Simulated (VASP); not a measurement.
# Ba2Ca (P6/mmm) in VASP: notebook

Runs on Ba2Ca. Level: PBE. Tasks: single point, relaxation of cell and atoms.

All numbers are computed with VASP 6.6.1; they aren't measurements. Logs are shortened: lines on timing, memory, paths and dates and some standing lists are left out, and cuts for length are marked.

### 1 The cell of the first run

It takes space group P6/mmm (No. 191, hexagonal). Conventional cell: a = 4.700 Å, b = 4.700 Å, c = 5.075 Å, α = 90.00°, β = 90.00°, γ = 120.00°. Within 3.8 Å of Ba (site symmetry -6m2) lie 3 Ba at 2.71 Å and 6 Ca at 3.72 Å. Ca (site symmetry 6/mmm) has 12 Ba at 3.72 Å and 8 Ca at 4.70 to 5.07 Å within 5.1 Å.

### 2 Single point, PBE

The input, INCAR:

```
PREC = Accurate
ENCUT = 520
EDIFF = 1E-6
ISMEAR = 0
SIGMA = 0.1
LREAL = False
LASPH = True
NELM = 100
ALGO = Fast
ISIF = 2
LWAVE = False
LCHARG = False
GGA = PE
NBANDS = 22
```

The input, KPOINTS:

```
Automatic mesh
0
Gamma
  6 6 4
```

The input, POSCAR:

```
Ba2Ca
1.0
    4.6999635519      0.0000000000      0.0000000000
   -2.3499817760      4.0702878328      0.0000000000
    0.0000000000      0.0000000000      5.0747114763
Ba Ca
2 1
Direct
    0.3333333333      0.6666666667      0.5000000000
    0.6666666667      0.3333333333      0.5000000000
    0.0000000000      0.0000000000      0.0000000000
```

Potentials or basis: VASP PAW PBE potentials, release 64 (Ba_sv, Ca_sv).

Started as:

```sh
$ cat potpaw_PBE.64/Ba_sv/POTCAR potpaw_PBE.64/Ca_sv/POTCAR > POTCAR
$ mpirun -np 1 vasp_std > vasp.out
```

OUTCAR:

```text
PREC = Accurate
   ENCUT = 520
   EDIFF = 1E-6
   ISMEAR = 0
   LREAL = False
   LASPH = True
   NELM = 100
   ISIF = 2
   GGA = PE

 ion  position               nearest neighbor table
   1  0.333  0.667  0.500-   2 2.71   2 2.71   2 2.71   3 3.72   3 3.72   3 3.72   3 3.72   3 3.72
                             3 3.72
   2  0.667  0.333  0.500-   1 2.71   1 2.71   1 2.71   3 3.72   3 3.72   3 3.72   3 3.72   3 3.72
                             3 3.72
   3  0.000  0.000  0.000-   1 3.72   2 3.72   1 3.72   2 3.72   2 3.72   2 3.72   1 3.72   1 3.72
                             2 3.72   2 3.72   1 3.72   1 3.72

  LATTYP: Found a hexagonal cell.
 ALAT       =     4.6999635519
 C/A-ratio  =     1.0797342193

  Lattice vectors:

 A1 = (   4.6999635519,   0.0000000000,   0.0000000000)
 A2 = (  -2.3499817760,   4.0702878328,   0.0000000000)
 A3 = (   0.0000000000,   0.0000000000,   5.0747114763)

Analysis of symmetry for initial positions (statically):
=====================================================================
 Subroutine PRICEL returns:
 Original cell was already a primitive cell.

 Routine SETGRP: Setting up the symmetry group for a
 hexagonal supercell.

 Subroutine GETGRP returns: Found 24 space group operations
 (whereof 24 operations were pure point group operations)
 out of a pool of 24 trial point group operations.

The static configuration has the point symmetry D_6h.

Analysis of symmetry for dynamics (positions and initial velocities):
=====================================================================
 Subroutine PRICEL returns:
 Original cell was already a primitive cell.

 Routine SETGRP: Setting up the symmetry group for a
 hexagonal supercell.

 Subroutine GETGRP returns: Found 24 space group operations
 (whereof 24 operations were pure point group operations)
 out of a pool of 24 trial point group operations.

The dynamic configuration has the point symmetry D_6h.

 Subroutine INISYM returns: Found 24 space group operations
 (whereof 24 operations are pure point group operations),
 and found     1 'primitive' translations

----------------------------------------------------------------------------------------

                                     Primitive cell

  volume of cell :      97.0803

  direct lattice vectors                    reciprocal lattice vectors
     4.699963552  0.000000000  0.000000000     0.212767607  0.122841435  0.000000000
    -2.349981776  4.070287833  0.000000000     0.000000000  0.245682871  0.000000000
     0.000000000  0.000000000  5.074711476     0.000000000  0.000000000  0.197055538

  length of vectors
     4.699963552  4.699963552  5.074711476     0.245682871  0.245682871  0.197055538

  position of ions in fractional coordinates (direct lattice)
     0.333333333  0.666666667  0.500000000
     0.666666667  0.333333333  0.500000000
     0.000000000  0.000000000  0.000000000

  ion indices of the primitive-cell ions
   primitive index   ion index
                 1           1
                 2           2
                 3           3

----------------------------------------------------------------------------------------

 KPOINTS: Automatic mesh

Automatic generation of k-mesh.
 Grid dimensions read from file:
 generate k-points for:    6    6    4

 Generating k-lattice:

  Cartesian coordinates                     Fractional coordinates (reciprocal lattice)
     0.035461268  0.020473573  0.000000000     0.166666667  0.000000000  0.000000000
     0.000000000  0.040947145  0.000000000     0.000000000  0.166666667  0.000000000
     0.000000000  0.000000000  0.049263884     0.000000000  0.000000000  0.250000000

  Length of vectors
     0.040947145  0.040947145  0.049263884

  Shift w.r.t. Gamma in fractional coordinates (k-lattice)
     0.000000000  0.000000000  0.000000000

 Subroutine IBZKPT returns following result:
 ===========================================

 Found     21 irreducible k-points:

 Following reciprocal coordinates:
            Coordinates               Weight
  0.000000  0.000000  0.000000      1.000000
  0.166667 -0.000000  0.000000      6.000000
  0.333333  0.000000  0.000000      6.000000
  0.500000  0.000000  0.000000      3.000000
  0.166667  0.166667  0.000000      6.000000
  0.333333  0.166667  0.000000     12.000000
[... 13 lines left out ...]
  0.333333  0.166667  0.500000     12.000000
  0.333333  0.333333  0.500000      2.000000
   k-points           NKPTS =     21   k-points in BZ     NKDIM =     21   number of bands    NBANDS=     22
   number of dos      NEDOS =    301   number of ions     NIONS =      3
   total plane-waves  NPLWV =  51840
   dimension x,y,z NGX =    36 NGY =   36 NGZ =   40
   dimension x,y,z NGXF=    72 NGYF=   72 NGZF=   80
   ions per type =               2   1
   NGX,Y,Z   is equivalent  to a cutoff of  12.73, 12.73, 13.10 a.u.
   NGXF,Y,Z  is equivalent  to a cutoff of  25.47, 25.47, 26.21 a.u.
 SYSTEM =  unknown system
   PREC   = accura    normal or accurate (medium, high low for compatibility)
   ISTART =      0    job   : 0-new  1-cont  2-samecut
   ICHARG =      2    charge: 1-file 2-atom 10-const
   ISPIN  =      1    spin polarized calculation?
   LNONCOLLINEAR =      F non collinear calculations
   LSORBIT =      F    spin-orbit coupling
   LASPH  =      T    aspherical Exc in radial PAW
   ENCUT  =  520.0 eV  38.22 Ry    6.18 a.u.   8.74  8.74  9.44*2*pi/ulx,y,z
   NELM   =    100;   NELMIN=  2; NELMDL= -5     # of ELM steps
   EDIFF  = 0.1E-05   stopping-criterion for ELM
   LREAL  =      F    real-space projection
[... 7 lines left out ...]
   TEBEG  =    0.0;   TEEND  =   0.0 temperature during run
   PSTRESS=    0.0 pullay stress
   NELECT =      30.0000    total number of electrons
   NUPDOWN=      -1.0000    fix difference up-down
   EMIN   =  10.00;   EMAX   =-10.00  energy-range for DOS
   EFERMI =   0.00;   METHOD = LEGACY
   ISMEAR =     0;   SIGMA  =   0.10  broadening in eV -4-tet -1-fermi 0-gaus
   EFERMI_NEDOS =   21; number of points for ismear=-14 and -15
   IALGO  =     68    algorithm
   IMIX   =      4    mixing-type and parameters
     AMIX     =   0.40;   BMIX     =  1.00
     AMIX_MAG =   1.60;   BMIX_MAG =  1.00
  volume/ion in A,a.u.               =      32.36       218.38
  Fermi-wavevector in a.u.,A,eV,Ry     =   1.106806  2.091560 16.667409  1.225020
  Thomas-Fermi vector in A             =   2.243312
   LORBIT       =      0    0 simple, 1 ext, 2 COOP (PROOUT), +10 PAW based schemes
   GGA     = PE    functional components
   LHFCALC =     F    Hartree Fock is set to
   AEXX    =    0.0000 exact exchange contribution
   IVDW    =     0    specifies the selected vdW correction
   LEPSILON=     F    determine dielectric tensor
   LRPA    =     F    only Hartree local field effects (RPA)
 non-spin polarized calculation
 RMM-DIIS sequential band-by-band and
 Gauss-broadening in eV      SIGMA  =   0.10
  energy-cutoff  :      520.00
  volume of cell :       97.08
 maximum number of plane-waves:      2658
 NGX is ok and might be reduce to    36
   NGX = 17   NGY = 17   NGZ = 19

 number of electron      29.9999999 magnetization

 Free energy of the ion-electron system (eV)
  ---------------------------------------------------
  ext. energy  EPLUGINS =         0.00000000
  ---------------------------------------------------
  free energy    TOTEN  =        -0.71380475 eV

  energy without entropy =       -0.69772321  energy(sigma->0) =       -0.70576398

 E-fermi :   3.8329     XC(G=0):  -9.3403

 val. band max:        3.8117581056   @ k =   0.3333   0.0000   0.2500
 cond. band min:       3.9071829044   @ k =   0.3333   0.3333   0.2500
 fundamental gap:      0.0954247988
 Fermi energy:         3.8328993472

 k-point     1 :       0.0000    0.0000    0.0000
  band No.  band energies     occupation
      1     -37.7157      2.00000
      2     -25.8035      2.00000
      3     -22.9615      2.00000
      4     -18.7477      2.00000
      5     -18.7477      2.00000
      6     -18.7330      2.00000
[... 14 lines left out ...]
     21       7.4400      0.00000
     22       7.4403      0.00000

 k-point     2 :       0.1667   -0.0000    0.0000
  band No.  band energies     occupation
      1     -37.7155      2.00000
      2     -25.6750      2.00000
      3     -23.1928      2.00000
      4     -18.7509      2.00000
      5     -18.7491      2.00000
      6     -18.7315      2.00000
[... 14 lines left out ...]
     21       6.6330      0.00000
     22       6.7816      0.00000

 k-point     3 :       0.3333    0.0000    0.0000
  band No.  band energies     occupation
      1     -37.7151      2.00000
      2     -25.3280      2.00000
      3     -23.7334      2.00000
      4     -18.7562      2.00000
      5     -18.7519      2.00000
      6     -18.7285      2.00000
[... 14 lines left out ...]
     21       6.7431      0.00000
     22       7.8355      0.00000

 k-point     4 :       0.5000    0.0000    0.0000
  band No.  band energies     occupation
      1     -37.7149      2.00000
      2     -25.0314      2.00000
      3     -24.1216      2.00000
      4     -18.7584      2.00000
      5     -18.7533      2.00000
      6     -18.7271      2.00000
[... 14 lines left out ...]
     21       7.2651      0.00000
     22       8.2569      0.00000

 k-point     5 :       0.1667    0.1667    0.0000
  band No.  band energies     occupation
      1     -37.7152      2.00000
      2     -25.4323      2.00000
      3     -23.5819      2.00000
      4     -18.7549      2.00000
      5     -18.7510      2.00000
      6     -18.7293      2.00000
[... 342 lines left out ...]
 k-point    19 :       0.1667    0.1667    0.5000
  band No.  band energies     occupation
      1     -37.7150      2.00000
      2     -25.4304      2.00000
      3     -23.5794      2.00000
      4     -18.7579      2.00000
      5     -18.7501      2.00000
      6     -18.7304      2.00000
[... 14 lines left out ...]
     21       6.6714      0.00000
     22       7.8642      0.00000

 k-point    20 :       0.3333    0.1667    0.5000
  band No.  band energies     occupation
      1     -37.7148      2.00000
      2     -25.0288      2.00000
      3     -24.1175      2.00000
      4     -18.7636      2.00000
      5     -18.7534      2.00000
      6     -18.7347      2.00000
[... 14 lines left out ...]
     21       7.0715      0.00000
     22       7.3669      0.00000

 k-point    21 :       0.3333    0.3333    0.5000
  band No.  band energies     occupation
      1     -37.7147      2.00000
      2     -24.5947      2.00000
      3     -24.5947      2.00000
      4     -18.7600      2.00000
      5     -18.7600      2.00000
      6     -18.7374      2.00000
[... 14 lines left out ...]
     21       7.1718      0.00000
     22       7.1719      0.00000

------------------------ aborting loop because EDIFF is reached ----------------------------------------

  FORCE on cell =-STRESS in cart. coord.  units (eV):
  Direction    XX          YY          ZZ          XY          YZ          ZX
  --------------------------------------------------------------------------------------
  -------------------------------------------------------------------------------------
  Total       19.1951571     19.1951571      3.1277872     -0.0000000      0.0000000      0.0000000
  in kB      316.7898710    316.7898710     51.6198582     -0.0000000      0.0000000      0.0000000
  external PRESSURE =     228.3998667 kB  Pullay stress =       0.0000000 kB

 VOLUME and BASIS-vectors are now :
 -----------------------------------------------------------------------------
  energy-cutoff  :      520.00
  volume of cell :       97.08
      direct lattice vectors                 reciprocal lattice vectors
     4.699963552  0.000000000  0.000000000     0.212767607  0.122841435  0.000000000
    -2.349981776  4.070287833  0.000000000     0.000000000  0.245682871  0.000000000
     0.000000000  0.000000000  5.074711476     0.000000000  0.000000000  0.197055538

 POSITION                                       TOTAL-FORCE (eV/Angst)
 -----------------------------------------------------------------------------------
     -0.00000      2.71353      2.53736        -0.000000      0.000000     -0.000000
      2.34998      1.35676      2.53736         0.000000      0.000000      0.000000
      0.00000      0.00000      0.00000        -0.000000      0.000000      0.000000
 -----------------------------------------------------------------------------------
    total drift:                                0.000000      0.000000     -0.000000

  FREE ENERGIE OF THE ION-ELECTRON SYSTEM (eV)
  ---------------------------------------------------
  free  energy   TOTEN  =        -0.7138047517 eV

  energy  without entropy=       -0.6977232116  energy(sigma->0) =       -0.70576398
```

Run time: 3 min. Hardware: 1 thread of Oxide Virtual Turin-like, shared host; peak memory 0.2 GiB.

What came out:

```
Free energy            : -0.7138 eV
Pressure               : 22.8 GPa
Band gap on the k mesh : zero (bands 15 and 16 overlap by 1.55 eV)
```

Stress tensor (GPa, compression positive):
```
31.68  0.00  0.00
 0.00 31.68  0.00
 0.00  0.00  5.16
```

Caveat: the stress differs along the axes, from 5 to 32 GPa; spin-orbit coupling is left out, which moves the levels of the heavy elements.

[end of part 1 of 2]

The gap in the log of VASP goes by the Fermi energy; the results here count the filled bands.